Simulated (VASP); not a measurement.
A run of VASP 6.6.1 is set up as follows.

The input INCAR:

```
ALGO = Normal ; EDIFF = 1E-6
ENCUT = 600 ; GGA = RE
GGA_COMPAT = False ; ISIF = 2
ISMEAR = -1 ; IVDW = 12
LASPH = True ; LCHARG = False
LREAL = False ; LWAVE = False
NBANDS = 12 ; NELM = 120
PREC = Accurate ; SIGMA = 0.05
```

File KPOINTS:

```
k-points
0
Gamma
  13 13 13
```

File POSCAR:

```
Cu
1.0
    0.0000000000      1.7706018915      1.7706018915
    1.7706018915      0.0000000000      1.7706018915
    1.7706018915      1.7706018915      0.0000000000
Cu
1
Direct
    0.0000000000      0.0000000000      0.0000000000
```

Potentials or basis: VASP PAW PBE potentials, release 64 (Cu).

Launch:

```console
$ cat potpaw_PBE.64/Cu/POTCAR > POTCAR
$ mpirun -np 1 vasp_std > vasp.out
```

(1) Predict the pressure.

(2) Estimate the dispersion energy per atom.

## Answers

(1) -1.1 GPa.

(2) -1.201 eV.

Caveat: the PAW data sets were made with another functional, which shifts forces and pressure a little; pairwise dispersion overbinds metals, which lowers pressure and volume.
